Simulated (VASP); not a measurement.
Write the native input for VASP 6.6.1 that does the following.

* Task: single point
* Functional: PBE
* Potentials or basis: VASP PAW PBE potentials, release 64 (Hf_pv, N)
* Cutoff: 520 eV
* k mesh: 20 × 20 × 20
* Occupations: gaussian, width 0.15 eV
* Spin: no spin polarisation
* Dipole correction: no
* Further INCAR settings: ALGO = Normal; EDIFF = 1e-07; NBANDS = 14

The structure of HfN lies in POSCAR:

```
HfN
1.0
   -0.2384752187      2.1462769680      2.1462769680
    2.1462769680     -0.2384752187      2.1462769680
    2.1462769680      2.1462769680     -0.2384752187
Hf N
1 1
Direct
    0.0000000000      0.0000000000      0.0000000000
    0.5000000000      0.5000000000      0.5000000000
```

This cell differs from its parent crystal: ratio of the length along [111] to the lengths across it x 0.85, volume and fractional coordinates fixed.

These files were run (other wordings do the same):

INCAR

```
PREC = Accurate ; ENCUT = 520
EDIFF = 1E-7 ; ISMEAR = 0
SIGMA = 0.15 ; LREAL = False
LASPH = True ; NELM = 80
ALGO = Normal ; ISIF = 2
LWAVE = False ; LCHARG = False
GGA = PE ; NBANDS = 14
```

KPOINTS

```
regular mesh
0
Gamma
  20 20 20
```

Potentials or basis: VASP PAW PBE potentials, release 64 (Hf_pv, N).

Launch:

```bash
$ cat potpaw_PBE.64/Hf_pv/POTCAR potpaw_PBE.64/N/POTCAR > POTCAR
$ mpirun -np 1 vasp_std > vasp.out
```

It gave:

| Item | Value |
| --- | --- |
| Pressure | 3.1 GPa |

Run time: 3.8 min on 1 thread of AMD EPYC 7R13 Processor (Zen 3), on a shared host, peak memory 0.32 GiB.
